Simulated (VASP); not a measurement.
Wanted: the native input for a VASP 6.6.1 run.

```
Task                   : single point
Functional             : PBE
Potentials or basis    : VASP PAW PBE potentials, release 64 (Zr_sv)
Cutoff                 : 520 eV
k mesh                 : 14 × 14 × 14
Occupations            : fermi-dirac, width 0.1 eV
Spin                   : no spin polarisation
Dipole correction      : no
Further INCAR settings : ALGO = Normal; EDIFF = 1e-06; NBANDS = 19
```

The structure of Zr lies in POSCAR:

```
Zr
1.0
    0.0000000000      2.2554413979      2.2554413979
    2.2554413979      0.0000000000      2.2554413979
    2.2554413979      2.2554413979      0.0000000000
Zr
2
Direct
   -0.1250000000     -0.1250000000     -0.1250000000
    0.1250000000      0.1250000000      0.1250000000
```

This isn't the form of Zr at room conditions, which is hcp.

The input as run:

INCAR

```
SYSTEM = Zr
  PREC = Accurate
  ENCUT = 520
  EDIFF = 1E-6
  ISMEAR = -1
  SIGMA = 0.1
  LREAL = .FALSE.
  LASPH = .TRUE.
  NELM = 80
  ALGO = Normal
  ISIF = 2
  LWAVE = .FALSE.
  LCHARG = .FALSE.
  GGA = PE
  NBANDS = 19
```

KPOINTS

```
regular mesh
0
G
  14 14 14
  0 0 0
```

Potentials or basis: VASP PAW PBE potentials, release 64 (Zr_sv).

Run with:

```bash
$ cat potpaw_PBE.64/Zr_sv/POTCAR > POTCAR
$ mpirun -np 1 vasp_std > vasp.out
```

It gave:

```yaml
Pressure: 359.3 GPa
Band_gap_on_the_k_mesh: zero (bands 12 and 13 overlap by 4.18 eV)
```

Caveat: atoms lie so close that the PAW spheres overlap strongly, which falsifies energies and pressures; the cell stands under pressure.

It took 72 s on 1 thread of AMD EPYC 7R13 (shared host), peak memory 0.13 GiB.
